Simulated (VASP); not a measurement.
# MgO (P1) in VASP: single point with r2SCAN

Aim: the single point of MgO with r2SCAN.

Everything below comes from runs of VASP 6.6.1. Logs are shortened: lines on timing, memory, paths and dates and some standing lists are left out, and cuts for length are marked.

### 1 The cell of the first run

The typed cell holds 24 atoms: a = 5.963 Å, b = 5.963 Å, c = 8.944 Å, α = 60.00°, β = 60.00°, γ = 60.00°.

### 2 Single point, r2SCAN

POSCAR

```
MgO
1.0
    0.0000000000      4.2162260000      4.2162260000
    4.2162260000      0.0000000000      4.2162260000
    6.3243400000      6.3243400000      0.0000000000
Mg O
12 12
Direct
    0.0015981117      0.0009608119      0.0001073630
   -0.0004819476     -0.0114187427      0.3383796570
    0.0040265868      0.0085325123      0.6616758429
   -0.0168264225      0.5110387821     -0.0012012321
    0.0027639647      0.4924661297      0.3374933195
   -0.0043831853      0.5101594412      0.6698261795
    0.5152469294      0.0087007907     -0.0114566105
    0.4961508230     -0.0012387856      0.3323406079
    0.4996084176     -0.0084113138      0.6728272041
    0.5002983711      0.4979327484     -0.0015687012
    0.4992379441      0.5107292636      0.3299914299
    0.4885147286      0.5050892670      0.6696873508
    0.2439930877      0.2561077134      0.1681919378
    0.2583159679      0.2375260482      0.4944606868
    0.2540022760      0.2432120574      0.8339885269
    0.2466541167      0.7564538760      0.1709132494
    0.2569588300      0.7422283578      0.5024245218
    0.2503796049      0.7518361207      0.8236549585
    0.7414992697      0.2505018706      0.1660782785
    0.7570612913      0.2417772434      0.5014199901
    0.7652751537      0.2450957325      0.8346371321
    0.7444727821      0.7570140927      0.1601718915
    0.7502286405      0.7460621181      0.5046487855
    0.7412619722      0.7539036095      0.8351045326
```

INCAR.step1

```
SYSTEM = MgO
ALGO     = Normal         ! electronic algorithm
EDIFF    = 1E-4           ! SCF threshold, eV
ENCUT    = 520            ! plane-wave cutoff, eV
GGA      = PE             ! functional
ISMEAR   = -1             ! smearing method
LASPH    = .True.         ! aspherical terms in the spheres
LCHARG   = .False.        ! write CHGCAR
LREAL    = Auto         
LWAVE    = .True.         ! write WAVECAR
NBANDS   = 66             ! bands
NELM     = 80             ! most SCF steps
PREC     = Accurate       ! precision mode
SIGMA    = 0.02           ! smearing width, eV
```

INCAR.step2

```
SYSTEM = MgO
ALGO     = Normal         ! electronic algorithm
EDIFF    = 1E-7           ! SCF threshold, eV
ENCUT    = 520            ! plane-wave cutoff, eV
ISIF     = 2              ! what is computed and relaxed
ISMEAR   = -1             ! smearing method
ISTART   = 1            
LASPH    = .True.         ! aspherical terms in the spheres
LCHARG   = .False.        ! write CHGCAR
LMIXTAU  = .True.       
LREAL    = Auto         
LWAVE    = .False.        ! write WAVECAR
METAGGA  = R2SCAN         ! meta-GGA
NBANDS   = 66             ! bands
NELM     = 80             ! most SCF steps
PREC     = Accurate       ! precision mode
SIGMA    = 0.02           ! smearing width, eV
```

KPOINTS

```
k-points
0
Gamma
  4 4 2
  0 0 0
```

Potentials or basis: VASP PAW PBE potentials, release 64 (Mg, O).

Started as:

```console
$ cat potpaw_PBE.64/Mg/POTCAR potpaw_PBE.64/O/POTCAR > POTCAR
$ cp INCAR.step1 INCAR
$ mpirun -np 1 vasp_std > vasp.out
$ cp INCAR.step2 INCAR
$ mpirun -np 1 vasp_std > vasp.out
```

OUTCAR:

```text
SYSTEM = MgO
   EDIFF = 1E-7
   ENCUT = 520
   ISIF = 2
   ISMEAR = -1
   ISTART = 1
   LASPH = .True.
   LREAL = Auto
   METAGGA = R2SCAN
   NELM = 80
   PREC = Accurate

 ion  position               nearest neighbor table
   1  0.002  0.001  0.000-  21 2.04  15 2.09  19 2.10  22 2.11  16 2.11  18 2.17   7 2.93   9 2.95
                            10 2.98   4 2.98   2 2.98   4 2.98  10 2.99   8 2.99   6 3.00   3 3.00
   2  1.000  0.989  0.338-  16 2.04  23 2.07  20 2.10  17 2.12  13 2.16  19 2.18   6 2.91  11 2.92
                             5 2.95   8 2.97   3 2.97   1 2.98   9 2.99   8 3.00   5 3.01  11 3.05
   3  0.004  0.009  0.662-  14 2.04  20 2.06  18 2.06  21 2.09  17 2.13  24 2.18   5 2.89   7 2.92
                             8 2.94  12 2.95   9 2.96   6 2.96   2 2.97   4 2.99   1 3.00   6 3.00
   4  0.983  0.511  0.999-  24 2.06  22 2.06  19 2.12  18 2.14  13 2.17  15 2.17   7 2.88   6 2.91
                            10 2.92  11 2.92  12 2.98   1 2.98   1 2.98   3 2.99   5 3.03  10 3.04
   5  0.003  0.492  0.337-  13 2.07  14 2.07  20 2.09  23 2.13  16 2.14  22 2.21   3 2.89   8 2.94
                             2 2.95  11 2.98  11 2.98  10 3.00   6 3.01   2 3.01  12 3.02   8 3.02
   6  0.996  0.510  0.670-  24 2.07  23 2.08  17 2.08  21 2.09  15 2.13  14 2.26   4 2.91   2 2.91
                             9 2.91  12 2.92  10 2.95   3 2.96   1 3.00   3 3.00   5 3.01  11 3.02
   7  0.515  0.009  0.989-  24 2.05  21 2.05  22 2.05  15 2.08  13 2.18  16 2.20   4 2.88  12 2.91
                            10 2.92   3 2.92   9 2.92   1 2.93   8 2.99  11 3.01   1 3.04  10 3.05
   8  0.496  0.999  0.332-  14 2.03  17 2.09  19 2.10  13 2.10  22 2.11  23 2.16  11 2.91   3 2.94
                             5 2.94   2 2.97  12 2.98  10 2.98   7 2.99   1 2.99   2 3.00   5 3.02
   9  0.500  0.992  0.673-  24 2.05  18 2.06  15 2.08  23 2.10  20 2.14  14 2.15   6 2.91   7 2.92
[... 5 lines left out ...]
  12  0.489  0.505  0.670-  18 2.01  17 2.04  15 2.09  23 2.12  20 2.18  21 2.21   7 2.91   6 2.92
                             3 2.95   9 2.95  10 2.95   4 2.98   8 2.98  11 2.99   9 3.02   3 3.02
  13  0.244  0.256  0.168-   5 2.07  10 2.10   8 2.10   2 2.16   4 2.17   7 2.18
  14  0.258  0.238  0.494-   8 2.03   3 2.04   5 2.07   9 2.15  11 2.17   6 2.26
  15  0.254  0.243  0.834-   9 2.08   7 2.08   1 2.09  12 2.09   6 2.13   4 2.17
  16  0.247  0.756  0.171-   2 2.04  11 2.07   1 2.11   5 2.14  10 2.18   7 2.20
  17  0.257  0.742  0.502-  12 2.04  11 2.07   6 2.08   8 2.09   2 2.12   3 2.13
  18  0.250  0.752  0.824-  12 2.01   3 2.06   9 2.06   4 2.14  10 2.16   1 2.17
  19  0.741  0.251  0.166-  10 2.08   8 2.10   1 2.10   4 2.12  11 2.14   2 2.18
  20  0.757  0.242  0.501-   3 2.06   5 2.09   2 2.10   9 2.14  11 2.17  12 2.18
  21  0.765  0.245  0.835-   1 2.04   7 2.05   6 2.09   3 2.09  10 2.10  12 2.21
  22  0.744  0.757  0.160-   7 2.05   4 2.06  11 2.07   8 2.11   1 2.11   5 2.21
  23  0.750  0.746  0.505-   2 2.07   6 2.08   9 2.10  12 2.12   5 2.13   8 2.16
  24  0.741  0.754  0.835-   9 2.05   7 2.05   4 2.06   6 2.07  10 2.10   3 2.18

  LATTYP: Found a face centered orthorhombic cell.
 ALAT       =     5.9626439912
 B/A-ratio  =     1.7320508076
 C/A-ratio  =     2.4494901301

  Lattice vectors:

 A1 = (   6.3243400000,   6.3243400000,   0.0000000000)
 A2 = (   2.1081140000,   6.3243400000,  -4.2162260000)
 A3 = (   0.0000000000,   4.2162260000,   4.2162260000)

Analysis of symmetry for initial positions (statically):
=====================================================================
 Subroutine PRICEL returns:
 Original cell was already a primitive cell.

 Routine SETGRP: Setting up the symmetry group for a
 face centered orthorhombic supercell.

 Subroutine GETGRP returns: Found  1 space group operations
 (whereof  1 operations were pure point group operations)
 out of a pool of  8 trial point group operations.

The static configuration has the point symmetry C_1 .

Analysis of symmetry for dynamics (positions and initial velocities):
=====================================================================
 Subroutine PRICEL returns:
 Original cell was already a primitive cell.

 Routine SETGRP: Setting up the symmetry group for a
 face centered orthorhombic supercell.

 Subroutine GETGRP returns: Found  1 space group operations
 (whereof  1 operations were pure point group operations)
 out of a pool of  8 trial point group operations.

The dynamic configuration has the point symmetry C_1 .

 Subroutine INISYM returns: Found  1 space group operations
 (whereof  1 operations are pure point group operations),
 and found     1 'primitive' translations

----------------------------------------------------------------------------------------

                                     Primitive cell

[... 96 lines left out ...]
|        The reciprocal lattice is body-centered orthorhombic,                |
|        whereas your k-lattice is base-centered monoclinic.                  |
|                                                                             |
|     Results are often still useful ...                                      |
|                                                                             |
 -----------------------------------------------------------------------------

 WARNING: IBZKPT: internal override: KBLOWUP is changed to .FALSE.
      ... skipping the blow-up phase ...

 Subroutine IBZKPT returns following result:
 ===========================================

 Found     20 irreducible k-points:

 Following reciprocal coordinates:
            Coordinates               Weight
  0.000000  0.000000  0.000000      1.000000
  0.250000  0.000000  0.000000      2.000000
  0.500000  0.000000  0.000000      1.000000
  0.000000  0.250000  0.000000      2.000000
  0.250000  0.250000  0.000000      2.000000
  0.500000  0.250000  0.000000      2.000000
[... 12 lines left out ...]
  0.250000  0.500000  0.500000      2.000000
  0.500000  0.500000  0.500000      1.000000
   k-points           NKPTS =     20   k-points in BZ     NKDIM =     20   number of bands    NBANDS=     66
   number of dos      NEDOS =    301   number of ions     NIONS =     24
   total plane-waves  NPLWV = 161280
   dimension x,y,z NGX =    48 NGY =   48 NGZ =   70
   dimension x,y,z NGXF=    96 NGYF=   96 NGZF=  140
   ions per type =              12  12
   NGX,Y,Z   is equivalent  to a cutoff of  13.38, 13.38, 13.01 a.u.
   NGXF,Y,Z  is equivalent  to a cutoff of  26.77, 26.77, 26.02 a.u.
 SYSTEM =  MgO
   PREC   = accura    normal or accurate (medium, high low for compatibility)
   ISTART =      1    job   : 0-new  1-cont  2-samecut
   ICHARG =      0    charge: 1-file 2-atom 10-const
   ISPIN  =      1    spin polarized calculation?
   LNONCOLLINEAR =      F non collinear calculations
   LSORBIT =      F    spin-orbit coupling
   LASPH  =      T    aspherical Exc in radial PAW
   ENCUT  =  520.0 eV  38.22 Ry    6.18 a.u.  11.09 11.09 16.63*2*pi/ulx,y,z
   NELM   =     80;   NELMIN=  2; NELMDL=  0     # of ELM steps
   EDIFF  = 0.1E-06   stopping-criterion for ELM
   LREAL  =      T    real-space projection
   EDIFFG = 0.1E-05   stopping-criterion for IOM
   NSW    =      0    number of steps for IOM
   IBRION =     -1    ionic relax: 0-MD 1-quasi-New 2-CG
   NFREE  =      0    steps in history (QN), initial steepest desc. (CG)
   ISIF   =      2    stress and relaxation
   ISYM   =      2    0-nonsym 1-usesym 2-fastsym
   POTIM  = 0.5000    time-step for ionic-motion
   TEBEG  =    0.0;   TEEND  =   0.0 temperature during run
   PSTRESS=    0.0 pullay stress
   NELECT =      96.0000    total number of electrons
   NUPDOWN=      -1.0000    fix difference up-down
   EMIN   =  10.00;   EMAX   =-10.00  energy-range for DOS
   EFERMI =   0.00;   METHOD = LEGACY
   ISMEAR =    -1;   SIGMA  =   0.02  broadening in eV -4-tet -1-fermi 0-gaus
   EFERMI_NEDOS =   21; number of points for ismear=-14 and -15
   IALGO  =     38    algorithm
   IMIX   =      4    mixing-type and parameters
     AMIX     =   0.40;   BMIX     =  1.00
     AMIX_MAG =   1.60;   BMIX_MAG =  1.00
  volume/ion in A,a.u.               =       9.37        63.22
  Fermi-wavevector in a.u.,A,eV,Ry     =   1.232729  2.329520 20.675693  1.519621
  Thomas-Fermi vector in A             =   2.367487
   LORBIT       =      0    0 simple, 1 ext, 2 COOP (PROOUT), +10 PAW based schemes
   METAGGA = R2SCAN    functional components
   LHFCALC =     F    Hartree Fock is set to
   AEXX    =    0.0000 exact exchange contribution
   IVDW    =     0    specifies the selected vdW correction
   LEPSILON=     F    determine dielectric tensor
   LRPA    =     F    only Hartree local field effects (RPA)
 non-spin polarized calculation
  energy-cutoff  :      520.00
  volume of cell :      224.85
 maximum number of plane-waves:      6075
 NGX is ok and might be reduce to    48
   NGX = 23   NGY = 23   NGZ = 33

 number of electron      95.9999995 magnetization

 Free energy of the ion-electron system (eV)
  ---------------------------------------------------
  ext. energy  EPLUGINS =         0.00000000
  ---------------------------------------------------
  free energy    TOTEN  =      -193.46143177 eV

  energy without entropy =     -193.46143177  energy(sigma->0) =     -193.46143177

 E-fermi :   3.2620     XC(G=0): -11.5757

 val. band max:        2.8319582720   @ k =   0.0000   0.0000   0.0000
 cond. band min:       8.2968962405   @ k =   0.0000   0.0000   0.0000
 fundamental gap:      5.4649379685
 Fermi energy:         3.2619924804

 k-point     1 :       0.0000    0.0000    0.0000
  band No.  band energies     occupation
      1     -15.4838      2.00000
      2     -14.6675      2.00000
      3     -14.5084      2.00000
      4     -14.4005      2.00000
      5     -14.2719      2.00000
      6     -14.2311      2.00000
[... 1249 lines left out ...]
     59      14.4393      0.00000
     60      14.5619      0.00000
 [bands above 60 left out]

------------------------ aborting loop because EDIFF is reached ----------------------------------------

  FORCE on cell =-STRESS in cart. coord.  units (eV):
  Direction    XX          YY          ZZ          XY          YZ          ZX
  --------------------------------------------------------------------------------------
  -------------------------------------------------------------------------------------
  Total       -1.9538950     -2.1125906     -2.8243149      0.0780205     -0.0521474     -0.0237711
  in kB      -13.9225517    -15.0533427    -20.1247607      0.5559378     -0.3715784     -0.1693817
  external PRESSURE =     -16.3668850 kB  Pullay stress =       0.0000000 kB

 VOLUME and BASIS-vectors are now :
 -----------------------------------------------------------------------------
  energy-cutoff  :      520.00
  volume of cell :      224.85
      direct lattice vectors                 reciprocal lattice vectors
     0.000000000  4.216226000  4.216226000    -0.118589468  0.118589468  0.118589468
     4.216226000  0.000000000  4.216226000     0.118589468 -0.118589468  0.118589468
     6.324340000  6.324340000  0.000000000     0.079059633  0.079059633 -0.079059633

 POSITION                                       TOTAL-FORCE (eV/Angst)
 -----------------------------------------------------------------------------------
      0.00473      0.00742      0.01079         0.119800      0.310813     -0.018339
      6.30811      6.35422      8.38228         0.227133     -0.546327      0.531811
      4.22064      4.20164      0.05295        -0.043788      0.031073     -0.041048
      8.47140     10.46202      6.29994        -0.301216      0.949050     -0.060933
      4.21077      2.14608      2.08800        -0.066533     -0.199853      0.160823
      6.38716      8.43395      6.34869        -0.788573      0.103766     -0.273390
[... 16 lines left out ...]
      6.33714      6.35470      6.30870        -0.306621     -0.018508     -0.024115
      8.46011      8.40681      6.30396        -0.332406      0.219685      0.216405
 -----------------------------------------------------------------------------------
    total drift:                                0.005683      0.007060     -0.005071

  FREE ENERGIE OF THE ION-ELECTRON SYSTEM (eV)
  ---------------------------------------------------
  free  energy   TOTEN  =      -193.4614317747 eV

  energy  without entropy=     -193.4614317747  energy(sigma->0) =     -193.46143177
```

Wall time 64 min (1 thread of Oxide Virtual Turin-like, shared host); peak memory 0.51 GiB.

Results:

```yaml
Free_energy: -193.4614 eV
Pressure: -1.6 GPa
Largest_force: 1.209 eV/Å
Band_gap_on_the_k_mesh: 5.46 eV
```

Forces in eV/Å, atoms in the order of the input:
```
Mg   0.120  0.311 -0.018
Mg   0.227 -0.546  0.532
Mg  -0.044  0.031 -0.041
Mg  -0.301  0.949 -0.061
Mg  -0.067 -0.200  0.161
Mg  -0.789  0.104 -0.273
Mg   0.761 -0.107 -0.933
Mg   0.069  0.081  0.404
Mg  -0.159 -0.783  0.491
Mg   0.441  0.101 -0.343
Mg  -0.549  0.264 -0.609
Mg  -0.681  0.330  0.310
O   -0.409 -0.246  0.085
O    0.969  0.128  0.330
O    0.325 -0.249  0.300
O   -0.566 -0.310 -0.179
O    0.045 -0.441 -0.204
O    0.612  0.698 -0.383
O    0.029  0.255  0.412
O    0.318 -0.321 -0.045
O    0.153 -0.848 -0.169
O    0.134  0.598  0.040
O   -0.307 -0.019 -0.024
O   -0.332  0.220  0.216
```

Stress tensor (GPa, compression positive):
```
-1.39  0.06 -0.02
 0.06 -1.51 -0.04
-0.02 -0.04 -2.01
```

Levels at points of the mesh, in eV from the valence-band top:
| k point | band 45 | band 46 | band 47 | band 48 | band 49 | band 50 | band 51 | band 52 |
| --- | --- | --- | --- | --- | --- | --- | --- | --- |
| (0.00, 0.00, 0.00) | -0.44 | -0.05 | -0.02 | 0.00 | 5.46 | 8.34 | 8.50 | 8.67 |
| (0.50, 0.00, 0.00) | -0.45 | -0.43 | -0.34 | -0.29 | 7.82 | 7.86 | 9.56 | 9.63 |
| (0.00, 0.50, 0.00) | -0.55 | -0.48 | -0.28 | -0.25 | 7.77 | 7.90 | 9.57 | 9.62 |
| (0.50, 0.50, 0.00) | -0.65 | -0.57 | -0.44 | -0.34 | 8.32 | 8.42 | 8.82 | 8.88 |
| (0.00, 0.00, 0.50) | -0.32 | -0.29 | -0.13 | -0.08 | 6.82 | 6.92 | 8.67 | 8.68 |
| (0.50, 0.00, 0.50) | -0.62 | -0.56 | -0.54 | -0.37 | 8.15 | 8.27 | 9.25 | 9.36 |
| (0.00, 0.50, 0.50) | -0.63 | -0.55 | -0.54 | -0.33 | 8.17 | 8.24 | 9.26 | 9.37 |
| (0.50, 0.50, 0.50) | -0.50 | -0.47 | -0.38 | -0.35 | 7.78 | 7.87 | 10.00 | 10.14 |

Caveat: the k points lie up to 0.43 Å⁻¹ apart; the atoms stand as in a frame of molecular dynamics; the PAW data sets were made with another functional, which shifts forces and pressure a little. r2SCAN opens gaps a little over a GGA but as a rule still falls short of measured ones.
